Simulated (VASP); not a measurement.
Set up this calculation in VASP 6.6.1, as the native input.

```
Task                   : single point
Functional             : PBEsol
Potentials or basis    : VASP PAW PBE potentials, release 64 (As, Al)
Cutoff                 : 520 eV
k mesh                 : 5 × 4 × 1
Occupations            : gaussian, width 0.05 eV
Spin                   : no spin polarisation
Dipole correction      : yes
Further INCAR settings : LREAL = Auto; ALGO = Normal; EDIFF = 1e-06; NBANDS = 51
```

The structure of AlAs lies in POSCAR:

```
AlAs
1.0
    5.6745964866      0.0000000000      0.0000000000
   -2.8372982433      6.3443917445      0.0000000000
    0.0000000000      0.0000000000     25.7854659657
As Al
9 9
Direct
    0.1000000000      0.7000000000      0.2908615268
    0.8000000000      0.1000000000      0.3400705793
    0.5000000000      0.5000000000      0.3892796318
    0.2000000000      0.9000000000      0.4384886844
    0.9000000000      0.3000000000      0.4876977369
    0.6000000000      0.7000000000      0.5369067894
    0.3000000000      0.1000000000      0.5861158419
    0.0000000000      0.5000000000      0.6353248944
    0.7000000000      0.9000000000      0.6845339469
    0.7000000000      0.4000000000      0.3154660531
    0.4000000000      0.8000000000      0.3646751056
    0.1000000000      0.2000000000      0.4138841581
    0.8000000000      0.6000000000      0.4630932106
    0.5000000000      0.0000000000      0.5123022631
    0.2000000000      0.4000000000      0.5615113156
    0.9000000000      0.8000000000      0.6107203682
    0.6000000000      0.2000000000      0.6599294207
    0.3000000000      0.6000000000      0.7091384732
```

The input as run:

INCAR

```
PREC = Accurate
ENCUT = 520
EDIFF = 1E-6
ISMEAR = 0
SIGMA = 0.05
LREAL = Auto
LASPH = T
NELM = 80
ALGO = Normal
ISIF = 2
LWAVE = F
LCHARG = F
LDIPOL = T
IDIPOL = 3
DIPOL = 0.5 0.5 0.500
GGA = PS
NBANDS = 51
```

KPOINTS

```
Automatic mesh
0
Gamma
  5 4 1
```

Potentials or basis: VASP PAW PBE potentials, release 64 (As, Al).

Run with:

```sh
$ cat potpaw_PBE.64/As/POTCAR potpaw_PBE.64/Al/POTCAR > POTCAR
$ mpirun -np 1 vasp_std > vasp.out
```

It gave:

```yaml
Largest_force: 1.696 eV/Å
Band_gap_on_the_k_mesh: 0.01 eV (least direct gap 0.08 eV)
```

Caveat: the smearing spreads over this small gap; semilocal functionals underestimate gaps, and a narrow one can read as zero; the PAW data sets were made with another functional, which shifts forces and pressure a little.

Wall time 18 min on 1 thread of AMD EPYC 7R13 Processor (Zen 3), with other jobs on the host, peak memory 0.95 GiB.
